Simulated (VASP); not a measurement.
# CO2 (Pbcn) in VASP: notebook, part 2 of 2

VASP 6.6.1.

## (3) Electric field gradients, PBE

This run uses another cell than the first one, of 9.48 Å³/atom, 1.042 times its volume.

Contents of INCAR:

```
PREC = Accurate ; ENCUT = 520
EDIFF = 1E-8 ; ISMEAR = -5
SIGMA = 0.1 ; LREAL = False
LASPH = True ; NELM = 80
ALGO = Normal ; ISIF = 2
LWAVE = False ; LCHARG = False
GGA = PE ; LEFG = True
NBANDS = 44
```

Contents of KPOINTS:

```
Automatic mesh
0
Gamma
  5 4 5
```

Contents of POSCAR:

```
CO2
1.0
    4.3441000000      0.0000000000      0.0000000000
    0.0000000000      6.1110000000      0.0000000000
    0.0000000000      0.0000000000      4.2850000000
C O
4 8
Direct
    0.0000000000      0.3639848549      0.2500000000
    0.5000000000      0.1360151451      0.7500000000
    0.0000000000      0.6360151451      0.7500000000
    0.5000000000      0.8639848549      0.2500000000
    0.2320199740      0.3691155835      0.3845544059
    0.2679800260      0.1308844165      0.8845544059
    0.7320199740      0.1308844165      0.6154455941
    0.7679800260      0.3691155835      0.1154455941
    0.7679800260      0.6308844165      0.6154455941
    0.7320199740      0.8691155835      0.1154455941
    0.2679800260      0.8691155835      0.3845544059
    0.2320199740      0.6308844165      0.8845544059
```

Potentials or basis: VASP PAW PBE potentials, release 64 (C, O).

The run is started by

```console
$ cat potpaw_PBE.64/C/POTCAR potpaw_PBE.64/O/POTCAR > POTCAR
$ mpirun -np 1 vasp_std > vasp.out
```

OUTCAR:

```text
PREC = Accurate
   ENCUT = 520
   EDIFF = 1E-8
   ISMEAR = -5
   LREAL = False
   LASPH = True
   NELM = 80
   ISIF = 2
   GGA = PE

 ion  position               nearest neighbor table
   1  0.000  0.364  0.250-   8 1.16   5 1.16
   2  0.500  0.136  0.750-   7 1.16   6 1.16
   3  0.000  0.636  0.750-   9 1.16  12 1.16
   4  0.500  0.864  0.250-  10 1.16  11 1.16
   5  0.232  0.369  0.385-   1 1.16
   6  0.268  0.131  0.885-   2 1.16
   7  0.732  0.131  0.615-   2 1.16
   8  0.768  0.369  0.115-   1 1.16
   9  0.768  0.631  0.615-   3 1.16
  10  0.732  0.869  0.115-   4 1.16
  11  0.268  0.869  0.385-   4 1.16
  12  0.232  0.631  0.885-   3 1.16

  LATTYP: Found a simple orthorhombic cell.
 ALAT       =     4.2850000000
 B/A-ratio  =     1.0137922987
 C/A-ratio  =     1.4261376896

  Lattice vectors:

 A1 = (   0.0000000000,   0.0000000000,   4.2850000000)
 A2 = (   4.3441000000,   0.0000000000,   0.0000000000)
 A3 = (   0.0000000000,   6.1110000000,   0.0000000000)

Analysis of symmetry for initial positions (statically):
=====================================================================
 Subroutine PRICEL returns:
 Original cell was already a primitive cell.

 Routine SETGRP: Setting up the symmetry group for a
 simple orthorhombic supercell.

 Subroutine GETGRP returns: Found  8 space group operations
 (whereof  2 operations were pure point group operations)
 out of a pool of  8 trial point group operations.

The static configuration has the point symmetry S_2 .
 The point group associated with its full space group is D_2h.

Analysis of symmetry for dynamics (positions and initial velocities):
=====================================================================
 Subroutine PRICEL returns:
 Original cell was already a primitive cell.

 Routine SETGRP: Setting up the symmetry group for a
 simple orthorhombic supercell.

 Subroutine GETGRP returns: Found  8 space group operations
 (whereof  2 operations were pure point group operations)
 out of a pool of  8 trial point group operations.

The dynamic configuration has the point symmetry S_2 .
 The point group associated with its full space group is D_2h.

 Subroutine INISYM returns: Found  8 space group operations
 (whereof  2 operations are pure point group operations),
 and found     1 'primitive' translations

----------------------------------------------------------------------------------------

                                     Primitive cell

  volume of cell :     113.7530

  direct lattice vectors                    reciprocal lattice vectors
     4.344100000  0.000000000  0.000000000     0.230197279  0.000000000  0.000000000
     0.000000000  6.111000000  0.000000000     0.000000000  0.163639339  0.000000000
     0.000000000  0.000000000  4.285000000     0.000000000  0.000000000  0.233372229
[... 157 lines left out ...]
 cond. band min:       6.6915129786   @ k =   0.0000   0.2500   0.0000
 fundamental gap:      6.9520882235
 Fermi energy:        -0.2271202960

 k-point     1 :       0.0000    0.0000    0.0000
  band No.  band energies     occupation
      1     -22.1426      2.00000
      2     -21.3994      2.00000
      3     -21.3027      2.00000
      4     -20.7441      2.00000
      5     -20.4600      2.00000
      6     -20.2824      2.00000
[... 1117 lines left out ...]
     43      11.1572      0.00000
     44      11.2561      0.00000

 [... further k-points ...]

------------------------ aborting loop because EDIFF is reached ----------------------------------------

  FORCE on cell =-STRESS in cart. coord.  units (eV):
  Direction    XX          YY          ZZ          XY          YZ          ZX
  --------------------------------------------------------------------------------------
  -------------------------------------------------------------------------------------
  Total       15.5732672     12.5156387     20.3244881      0.0000000      0.0000000     -0.0000000
  in kB      219.3448252    176.2790401    286.2643554      0.0000000      0.0000000     -0.0000000
  external PRESSURE =     227.2960736 kB  Pullay stress =       0.0000000 kB

 VOLUME and BASIS-vectors are now :
 -----------------------------------------------------------------------------
  energy-cutoff  :      520.00
  volume of cell :      113.75
      direct lattice vectors                 reciprocal lattice vectors
     4.344100000  0.000000000  0.000000000     0.230197279  0.000000000  0.000000000
     0.000000000  6.111000000  0.000000000     0.000000000  0.163639339  0.000000000
     0.000000000  0.000000000  4.285000000     0.000000000  0.000000000  0.233372229

 POSITION                                       TOTAL-FORCE (eV/Angst)
 -----------------------------------------------------------------------------------
      0.00000      2.22431      1.07125         0.000000     -0.043106      0.000000
      2.17205      0.83119      3.21375         0.000000      0.043106      0.000000
      0.00000      3.88669      3.21375         0.000000      0.043106      0.000000
      2.17205      5.27981      1.07125         0.000000     -0.043106      0.000000
      1.00792      2.25567      1.64782         0.591987      0.000831      0.347182
      1.16413      0.79983      3.79032        -0.591987     -0.000831      0.347182
      3.17997      0.79983      2.63718         0.591987     -0.000831     -0.347182
      3.33618      2.25567      0.49468        -0.591987      0.000831     -0.347182
      3.33618      3.85533      2.63718        -0.591987     -0.000831     -0.347182
      3.17997      5.31117      0.49468         0.591987      0.000831     -0.347182
      1.16413      5.31117      1.64782        -0.591987      0.000831      0.347182
      1.00792      3.85533      3.79032         0.591987     -0.000831      0.347182
 -----------------------------------------------------------------------------------
    total drift:                                0.000000      0.000000      0.000000

  FREE ENERGIE OF THE ION-ELECTRON SYSTEM (eV)
  ---------------------------------------------------
  free  energy   TOTEN  =       -88.6733005287 eV

  energy  without entropy=      -88.6733005287  energy(sigma->0) =      -88.67330053

 Electric field gradients (V/A^2)
---------------------------------------------------------------------
 ion       V_xx      V_yy      V_zz      V_xy      V_xz      V_yz
---------------------------------------------------------------------
   1     -32.240    26.205     6.035    -0.000   -32.672    -0.000
   2     -32.240    26.205     6.035    -0.000    32.672     0.000
   3     -32.240    26.205     6.035     0.000   -32.672    -0.000
   4     -32.240    26.205     6.035     0.000    32.672     0.000
   5      42.337   -28.732   -13.605     5.593    45.171     3.119
   6      42.337   -28.732   -13.605     5.593   -45.171    -3.119
   7      42.337   -28.732   -13.605    -5.593   -45.171     3.119
   8      42.337   -28.732   -13.605    -5.593    45.171    -3.119
   9      42.337   -28.732   -13.605     5.593    45.171     3.119
  10      42.337   -28.732   -13.605     5.593   -45.171    -3.119
  11      42.337   -28.732   -13.605    -5.593   -45.171     3.119
  12      42.337   -28.732   -13.605    -5.593    45.171    -3.119
---------------------------------------------------------------------

 Electric field gradients after diagonalization (V/A^2)
 (convention: |V_zz| > |V_xx| > |V_yy|)
----------------------------------------------------------------------
 ion       V_xx      V_yy      V_zz     asymmetry (V_yy - V_xx)/ V_zz
----------------------------------------------------------------------
   1      26.205    24.762   -50.967       0.028
   2      26.205    24.762   -50.967       0.028
   3      26.205    24.762   -50.967       0.028
   4      26.205    24.762   -50.967       0.028
   5     -38.764   -29.156    67.920       0.141
   6     -38.764   -29.156    67.920       0.141
   7     -38.764   -29.156    67.920       0.141
   8     -38.764   -29.156    67.920       0.141
   9     -38.764   -29.156    67.920       0.141
  10     -38.764   -29.156    67.920       0.141
  11     -38.764   -29.156    67.920       0.141
  12     -38.764   -29.156    67.920       0.141
----------------------------------------------------------------------

           NMR quadrupolar parameters

 Cq : quadrupolar parameter    Cq=e*Q*V_zz/h
 eta: asymmetry parameters     (V_yy - V_xx)/ V_zz
 Q  : nuclear electric quadrupole moment in mb (millibarn)
----------------------------------------------------------------------
 ion       Cq(MHz)       eta       Q (mb)
----------------------------------------------------------------------
   1      -0.123       0.028       1.000
   2      -0.123       0.028       1.000
   3      -0.123       0.028       1.000
   4      -0.123       0.028       1.000
   5       0.164       0.141       1.000
   6       0.164       0.141       1.000
   7       0.164       0.141       1.000
   8       0.164       0.141       1.000
   9       0.164       0.141       1.000
  10       0.164       0.141       1.000
  11       0.164       0.141       1.000
  12       0.164       0.141       1.000
----------------------------------------------------------------------
```

Run time: 2.5 min. Hardware: 1 thread of Intel Xeon Platinum 8259CL at 2.50GHz (Skylake/Cascade Lake), shared host; peak memory 0.25 GiB.

What came out:

```yaml
Free_energy: -88.6733 eV
Pressure: 22.7 GPa
Largest_force: 0.686 eV/Å
Band_gap_on_the_k_mesh: 6.95 eV, indirect (least direct gap 7.09 eV)
```

Forces in eV/Å, atoms in the order of the input:
```
C    0.000 -0.043  0.000
C    0.000  0.043  0.000
C    0.000  0.043  0.000
C    0.000 -0.043  0.000
O    0.592  0.001  0.347
O   -0.592 -0.001  0.347
O    0.592 -0.001 -0.347
O   -0.592  0.001 -0.347
O   -0.592 -0.001 -0.347
O    0.592  0.001 -0.347
O   -0.592  0.001  0.347
O    0.592 -0.001  0.347
```

Electric field gradients, principal values (V/Å²):
| atom | least | middle | greatest (by size) |
| --- | --- | --- | --- |
| 1 C | 24.762 | 26.205 | -50.967 |
| 2 C | 24.762 | 26.205 | -50.967 |
| 3 C | 24.762 | 26.205 | -50.967 |
| 4 C | 24.762 | 26.205 | -50.967 |
| 5 O | -29.156 | -38.764 | 67.920 |
| 6 O | -29.156 | -38.764 | 67.920 |
| 7 O | -29.156 | -38.764 | 67.920 |
| 8 O | -29.156 | -38.764 | 67.920 |
| 9 O | -29.156 | -38.764 | 67.920 |
| 10 O | -29.156 | -38.764 | 67.920 |
| 11 O | -29.156 | -38.764 | 67.920 |
| 12 O | -29.156 | -38.764 | 67.920 |

Caveat: without QUAD_EFG the Cq values of the log hold for a quadrupole moment of 1 mb, not for the nuclei.
